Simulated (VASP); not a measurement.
# MnAs (P6_3/mmc) in VASP: relaxation of cell and atoms with PBEsol

Aim: the relaxation of cell and atoms of MnAs with PBEsol.

Program: VASP 6.6.1. These are calculated values, not measurements. Logs are shortened: lines on timing, memory, paths and dates and some standing lists are left out, and cuts for length are marked.

### 1 The cell of the first run

It takes space group P6_3/mmc (No. 194, hexagonal). Conventional cell: a = 3.571 Å, b = 3.571 Å, c = 5.336 Å, α = 90.00°, β = 90.00°, γ = 120.00°. Mn (site symmetry -3m) has 6 As at 2.46 Å and 2 Mn at 2.67 Å within 3.2 Å. Within 3.2 Å of As (site symmetry -6m2) lie 6 Mn at 2.46 Å.

### 2 Relaxation of cell and atoms, PBEsol, collinear spin, ferromagnetic start, target pressure 10 GPa, at which the enthalpy is minimised

The input, INCAR:

```
SYSTEM = MnAs
PREC = Accurate
ENCUT = 600
EDIFF = 1E-7
ISMEAR = -1
SIGMA = 0.1
LREAL = .FALSE.
LASPH = .TRUE.
NELM = 150
ALGO = Normal
ISIF = 3
LWAVE = .FALSE.
LCHARG = .FALSE.
ISPIN = 2
MAGMOM = 2.4 2.4 0 0
LORBIT = 11
LMAXMIX = 4
GGA = PS
IBRION = 2
NSW = 100
EDIFFG = -0.002
PSTRESS = 100.0
```

The input, KPOINTS:

```
Automatic mesh
0
G
  10 10 6
  0 0 0
```

The input, POSCAR:

```
MnAs
1.0
    3.5707637032      0.0000000000      0.0000000000
   -1.7853818516      3.0923720779      0.0000000000
    0.0000000000      0.0000000000      5.3362912738
Mn As
2 2
Direct
    0.0000000000      0.0000000000      0.0000000000
    0.0000000000      0.0000000000      0.5000000000
    0.3333333333      0.6666666667      0.2500000000
    0.6666666667      0.3333333333      0.7500000000
```

Potentials or basis: VASP PAW PBE potentials, release 64 (Mn_pv, As).

Launch:

```bash
$ cat potpaw_PBE.64/Mn_pv/POTCAR potpaw_PBE.64/As/POTCAR > POTCAR
$ mpirun -np 1 vasp_std > vasp.out
```

OUTCAR:

```text
SYSTEM = MnAs
   PREC = Accurate
   ENCUT = 600
   EDIFF = 1E-7
   ISMEAR = -1
   LREAL = .FALSE.
   LASPH = .TRUE.
   NELM = 150
   ISIF = 3
   ISPIN = 2
   LORBIT = 11
   GGA = PS
   IBRION = 2
   NSW = 100
   EDIFFG = -0.002
   PSTRESS = 100.0

 ion  position               nearest neighbor table
   1  0.000  0.000  0.000-   3 2.46   4 2.46   4 2.46   3 2.46   4 2.46   3 2.46   2 2.67   2 2.67

   2  0.000  0.000  0.500-   3 2.46   4 2.46   4 2.46   3 2.46   4 2.46   3 2.46   1 2.67   1 2.67

   3  0.333  0.667  0.250-   1 2.46   2 2.46   1 2.46   2 2.46   1 2.46   2 2.46
   4  0.667  0.333  0.750-   1 2.46   2 2.46   1 2.46   2 2.46   1 2.46   2 2.46

  LATTYP: Found a hexagonal cell.
 ALAT       =     3.5707637032
 C/A-ratio  =     1.4944397662

  Lattice vectors:

 A1 = (   3.5707637032,   0.0000000000,   0.0000000000)
 A2 = (  -1.7853818516,   3.0923720779,   0.0000000000)
 A3 = (   0.0000000000,   0.0000000000,   5.3362912738)

Analysis of symmetry for initial positions (statically):
=====================================================================
 Subroutine PRICEL returns:
 Original cell was already a primitive cell.

 Routine SETGRP: Setting up the symmetry group for a
 hexagonal supercell.

 Subroutine GETGRP returns: Found 24 space group operations
 (whereof 12 operations were pure point group operations)
 out of a pool of 24 trial point group operations.

The static configuration has the point symmetry D_3d.
 The point group associated with its full space group is D_6h.

Analysis of symmetry for dynamics (positions and initial velocities):
=====================================================================
 Subroutine PRICEL returns:
 Original cell was already a primitive cell.

 Routine SETGRP: Setting up the symmetry group for a
 hexagonal supercell.

 Subroutine GETGRP returns: Found 24 space group operations
 (whereof 12 operations were pure point group operations)
 out of a pool of 24 trial point group operations.

The dynamic configuration has the point symmetry D_3d.
 The point group associated with its full space group is D_6h.

Analysis of structural, dynamic, and magnetic symmetry:
=====================================================================
 Subroutine PRICEL returns:
 Original cell was already a primitive cell.

 Routine SETGRP: Setting up the symmetry group for a
 hexagonal supercell.

 Subroutine GETGRP returns: Found 24 space group operations
 (whereof 12 operations were pure point group operations)
 out of a pool of 24 trial point group operations.

The overall configuration has the point symmetry D_3d.
 The point group associated with its full space group is D_6h.

 Subroutine INISYM returns: Found 24 space group operations
 (whereof 12 operations are pure point group operations),
 and found     1 'primitive' translations

----------------------------------------------------------------------------------------

                                     Primitive cell

  volume of cell :      58.9240

  direct lattice vectors                    reciprocal lattice vectors
     3.570763703  0.000000000  0.000000000     0.280052135  0.161688176  0.000000000
    -1.785381852  3.092372078  0.000000000     0.000000000  0.323376351  0.000000000
     0.000000000  0.000000000  5.336291274     0.000000000  0.000000000  0.187396068

  length of vectors
     3.570763703  3.570763703  5.336291274     0.323376351  0.323376351  0.187396068

  position of ions in fractional coordinates (direct lattice)
     0.000000000  0.000000000  0.000000000
     0.000000000  0.000000000  0.500000000
     0.333333333  0.666666667  0.250000000
     0.666666667  0.333333333  0.750000000

  ion indices of the primitive-cell ions
   primitive index   ion index
                 1           1
                 2           2
                 3           3
                 4           4

----------------------------------------------------------------------------------------

 KPOINTS: Automatic mesh

Automatic generation of k-mesh.
 Grid dimensions read from file:
 generate k-points for:   10   10    6

 Generating k-lattice:

  Cartesian coordinates                     Fractional coordinates (reciprocal lattice)
     0.028005214  0.016168818  0.000000000     0.100000000 -0.000000000  0.000000000
     0.000000000  0.032337635  0.000000000     0.000000000  0.100000000  0.000000000
     0.000000000  0.000000000  0.031232678     0.000000000  0.000000000  0.166666667

  Length of vectors
     0.032337635  0.032337635  0.031232678

  Shift w.r.t. Gamma in fractional coordinates (k-lattice)
     0.000000000  0.000000000  0.000000000

 Subroutine IBZKPT returns following result:
 ===========================================

 Found     56 irreducible k-points:

 Following reciprocal coordinates:
            Coordinates               Weight
  0.000000  0.000000  0.000000      1.000000
  0.100000 -0.000000  0.000000      6.000000
  0.200000 -0.000000  0.000000      6.000000
  0.300000  0.000000  0.000000      6.000000
  0.400000 -0.000000  0.000000      6.000000
  0.500000  0.000000  0.000000      3.000000
[... 16 lines left out ...]
  0.300000  0.100000  0.166667     24.000000
  0.400000  0.100000  0.166667     24.000000
 [... further k-points ...]
   k-points           NKPTS =     56   k-points in BZ     NKDIM =     56   number of bands    NBANDS=     24
   number of dos      NEDOS =    301   number of ions     NIONS =      4
   total plane-waves  NPLWV =  43200
   dimension x,y,z NGX =    30 NGY =   30 NGZ =   48
   dimension x,y,z NGXF=    60 NGYF=   60 NGZF=   96
   ions per type =               2   2
   NGX,Y,Z   is equivalent  to a cutoff of  13.97, 13.97, 14.95 a.u.
   NGXF,Y,Z  is equivalent  to a cutoff of  27.93, 27.93, 29.91 a.u.
 SYSTEM =  MnAs
   PREC   = accura    normal or accurate (medium, high low for compatibility)
   ISTART =      0    job   : 0-new  1-cont  2-samecut
   ICHARG =      2    charge: 1-file 2-atom 10-const
   ISPIN  =      2    spin polarized calculation?
   LNONCOLLINEAR =      F non collinear calculations
   LSORBIT =      F    spin-orbit coupling
   LASPH  =      T    aspherical Exc in radial PAW
   ENCUT  =  600.0 eV  44.10 Ry    6.64 a.u.   7.13  7.13 10.66*2*pi/ulx,y,z
   NELM   =    150;   NELMIN=  2; NELMDL= -5     # of ELM steps
   EDIFF  = 0.1E-06   stopping-criterion for ELM
   LREAL  =      F    real-space projection
   EDIFFG = -.2E-02   stopping-criterion for IOM
   NSW    =    100    number of steps for IOM
   IBRION =      2    ionic relax: 0-MD 1-quasi-New 2-CG
   NFREE  =      1    steps in history (QN), initial steepest desc. (CG)
   ISIF   =      3    stress and relaxation
   ISYM   =      2    0-nonsym 1-usesym 2-fastsym
   POTIM  = 0.5000    time-step for ionic-motion
   TEBEG  =    0.0;   TEEND  =   0.0 temperature during run
   PSTRESS=  100.0 pullay stress
   NELECT =      36.0000    total number of electrons
   NUPDOWN=      -1.0000    fix difference up-down
   EMIN   =  10.00;   EMAX   =-10.00  energy-range for DOS
   EFERMI =   0.00;   METHOD = LEGACY
   ISMEAR =    -1;   SIGMA  =   0.10  broadening in eV -4-tet -1-fermi 0-gaus
   EFERMI_NEDOS =   21; number of points for ismear=-14 and -15
   IALGO  =     38    algorithm
   IMIX   =      4    mixing-type and parameters
     AMIX     =   0.40;   BMIX     =  1.00
     AMIX_MAG =   1.60;   BMIX_MAG =  1.00
  volume/ion in A,a.u.               =      14.73        99.41
  Fermi-wavevector in a.u.,A,eV,Ry     =   1.389136  2.625087 26.255159  1.929700
  Thomas-Fermi vector in A             =   2.513196
   LORBIT       =     11    0 simple, 1 ext, 2 COOP (PROOUT), +10 PAW based schemes
   GGA     = PS    functional components
   LHFCALC =     F    Hartree Fock is set to
   AEXX    =    0.0000 exact exchange contribution
   IVDW    =     0    specifies the selected vdW correction
   LEPSILON=     F    determine dielectric tensor
   LRPA    =     F    only Hartree local field effects (RPA)
 conjugate gradient relaxation of ions
 spin polarized calculation
  energy-cutoff  :      600.00
  volume of cell :       58.92
 maximum number of plane-waves:      1990
 NGX is ok and might be reduce to    30
   NGX = 15   NGY = 15   NGZ = 21

--------------------------------------- Ionic step        1  -------------------------------------------

 number of electron      36.0000009 magnetization       4.8006576

 Free energy of the ion-electron system (eV)
  ---------------------------------------------------
  ext. energy  EPLUGINS =         0.00000000
  ---------------------------------------------------
  free energy    TOTEN  =       -30.58016625 eV

  energy without entropy =      -30.47857239  energy(sigma->0) =      -30.52936932

------------------------ aborting loop because EDIFF is reached ----------------------------------------

  FORCE on cell =-STRESS in cart. coord.  units (eV):
  Direction    XX          YY          ZZ          XY          YZ          ZX
  --------------------------------------------------------------------------------------
  -------------------------------------------------------------------------------------
  Total        0.1116774      0.1116774      0.0948529     -0.0000000      0.0000000      0.0000000
  in kB        3.0365727      3.0365727      2.5791048     -0.0000000      0.0000000      0.0000000
  external PRESSURE =     -97.1159166 kB  Pullay stress =     100.0000000 kB
[... 99 lines left out ...]
  FREE ENERGIE OF THE ION-ELECTRON SYSTEM (eV)
  ---------------------------------------------------
  free  energy   TOTEN  =       -30.4508317220 eV

  energy  without entropy=      -30.3354891605  energy(sigma->0) =      -30.39316044

  enthalpy is  TOTEN    =       -27.0518553092 eV   P V=        3.3989764128

[... ionic steps 4 to 7 ...]

--------------------------------------- Ionic step        8  -------------------------------------------

 number of electron      36.0000010 magnetization       3.8753780

------------------------ aborting loop because EDIFF is reached ----------------------------------------

  FORCE on cell =-STRESS in cart. coord.  units (eV):
  Direction    XX          YY          ZZ          XY          YZ          ZX
  --------------------------------------------------------------------------------------
  -------------------------------------------------------------------------------------
  Total        3.4097540      3.4097540      3.4105401      0.0000000      0.0000000      0.0000000
  in kB      100.5609192    100.5609192    100.5841034      0.0000000      0.0000000      0.0000000
  external PRESSURE =       0.5686473 kB  Pullay stress =     100.0000000 kB
[... 65 lines left out ...]
  enthalpy is  TOTEN    =       -27.0531653658 eV   P V=        3.3937804234

--------------------------------------- Ionic step       10  -------------------------------------------

 number of electron      36.0000010 magnetization       3.8792645

 Free energy of the ion-electron system (eV)
  ---------------------------------------------------
  ext. energy  EPLUGINS =         0.00000000
  ---------------------------------------------------
  free energy    TOTEN  =       -30.44512412 eV

  energy without entropy =      -30.33118600  energy(sigma->0) =      -30.38815506

 E-fermi :   9.1007     XC(G=0): -12.4326

 val. band max:        9.0663872677   @ k =   0.4000   0.1000   0.3333
 cond. band min:       9.1055109180   @ k =   0.3000   0.1000   0.0000
 fundamental gap:      0.0391236503
 Fermi energy:         9.1007204571

 spin component 1

 k-point     1 :       0.0000    0.0000    0.0000
  band No.  band energies     occupation
      1     -39.8726      1.00000
      2     -39.8637      1.00000
      3     -39.8637      1.00000
      4     -39.8368      1.00000
      5     -39.8368      1.00000
      6     -39.6214      1.00000
[... 637 lines left out ...]
     23      11.5388      0.00000
     24      12.1511      0.00000

 [... further k-points ...]

 spin component 2

 k-point     1 :       0.0000    0.0000    0.0000
  band No.  band energies     occupation
      1     -37.9632      1.00000
      2     -37.7435      1.00000
      3     -37.7435      1.00000
      4     -37.7134      1.00000
      5     -37.7134      1.00000
      6     -37.6889      1.00000
[... 637 lines left out ...]
     23      12.6283      0.00000
     24      12.9619      0.00000

 [... further k-points ...]

------------------------ aborting loop because EDIFF is reached ----------------------------------------

  FORCE on cell =-STRESS in cart. coord.  units (eV):
  Direction    XX          YY          ZZ          XY          YZ          ZX
  --------------------------------------------------------------------------------------
  -------------------------------------------------------------------------------------
  Total        3.3949875      3.3949875      3.3913848     -0.0000000      0.0000000      0.0000000
  in kB      100.0895428    100.0895428     99.9833279     -0.0000000      0.0000000      0.0000000
  external PRESSURE =       0.0541378 kB  Pullay stress =     100.0000000 kB
[... 19 lines left out ...]
  FREE ENERGIE OF THE ION-ELECTRON SYSTEM (eV)
  ---------------------------------------------------
  free  energy   TOTEN  =       -30.4451241179 eV

  energy  without entropy=      -30.3311859994  energy(sigma->0) =      -30.38815506

  enthalpy is  TOTEN    =       -27.0531738350 eV   P V=        3.3919502830

 reached required accuracy - stopping structural energy minimisation

 total charge

# of ion       s       p       d       tot
------------------------------------------
    1        0.334   6.347   5.304  11.985
    2        0.334   6.347   5.304  11.985
    3        1.207   1.603   0.102   2.912
    4        1.207   1.603   0.102   2.912
--------------------------------------------------
tot          3.081  15.901  10.812  29.795

 magnetization (x)

# of ion       s       p       d       tot
------------------------------------------
    1        0.023   0.019   1.946   1.987
    2        0.023   0.019   1.946   1.987
    3       -0.007  -0.074   0.005  -0.076
    4       -0.007  -0.074   0.005  -0.076
--------------------------------------------------
tot          0.031  -0.110   3.901   3.822
```

It took 36 min on 1 thread of Intel Xeon 8259CL, shared host; peak memory 0.34 GiB.

Results:

* Free energy: -30.4451 eV
* Relaxed volume: 13.59 Å³/atom
* Relaxed cell: a = 3.463 Å, b = 3.463 Å, c = 5.233 Å, α = 90.00°, β = 90.00°, γ = 120.00°
* Space group after relaxing (to 0.1 Å): P6_3/mmc (No. 194)
* Energy change on relaxing (the run minimises the enthalpy): +33.8 meV/atom
* Ionic steps: 10
* Pressure after relaxing: 10.0 GPa
* Net moment: 3.88 μB per cell
* Site moments: Mn +1.99; As -0.08 μB
* Valence electrons inside the program's atomic spheres: Mn 11.98; As 2.91

Step by step:
```tsv
step	energy change (eV)	largest force (eV/Å)	pressure (GPa)	volume (Å³)
1	0.0000	0.0000	0.29	58.92
2	0.3850	0.0000	19.71	51.63
3	0.1293	0.0000	9.84	54.46
4	0.1347	0.0000	10.09	54.37
5	0.1349	0.0000	10.07	54.36
6	0.1359	0.0000	10.06	54.33
7	0.1362	0.0000	10.05	54.33
8	0.1363	0.0000	10.06	54.33
9	0.1332	0.0000	9.90	54.37
10	0.1350	0.0000	10.01	54.35
```

Final structure:
```xyz
4
Lattice="3.4629 0.0000 0.0000 -1.7314 2.9989 0.0000 0.0000 0.0000 5.2330" Properties=species:S:1:pos:R:3 pbc="T T T"
Mn    0.0000    0.0000    0.0000
Mn   -1.7314    2.9989    2.6165
As    0.0000    1.9993    1.3083
As    1.7314    0.9996    3.9248
```

Levels at points of the mesh, in eV from the Fermi level:
Spin up:
```tsv
k point	band 17	band 18	band 19	band 20	band 21	band 22	band 23	band 24
(0.00, 0.00, 0.00)	-1.01	-1.01	0.89	1.04	1.04	2.34	4.33	4.42
(0.50, 0.00, 0.00)	-1.48	-1.46	-1.44	-1.05	-0.78	0.97	2.50	4.80
(0.00, 0.00, 0.50)	-2.10	-2.10	-0.11	-0.11	3.29	3.29	3.29	3.29
(0.50, 0.00, 0.50)	-1.54	-1.54	-1.20	-1.20	1.27	1.27	2.86	2.86
```
Spin down:
```
           k point  band 13  band 14  band 15  band 16  band 17  band 18  band 19  band 20
(0.00, 0.00, 0.00)    -1.06    -1.06    -0.66    -0.66     0.89     0.89     1.07     1.07
(0.50, 0.00, 0.00)    -3.66    -2.43    -2.29     0.23     0.26     0.28     0.30     1.02
(0.00, 0.00, 0.50)    -2.74    -2.74    -0.32    -0.32    -0.32    -0.32     0.82     0.82
(0.50, 0.00, 0.50)    -2.90    -2.90    -0.78    -0.78     0.48     0.48     0.63     0.63
```

Caveat: the cell is relaxed towards a set pressure, so the run minimises the enthalpy, not the energy; the PAW data sets were made with another functional, which shifts forces and pressure a little; only a ferromagnetic start was run, and an antiferromagnetic order may lie lower in energy.
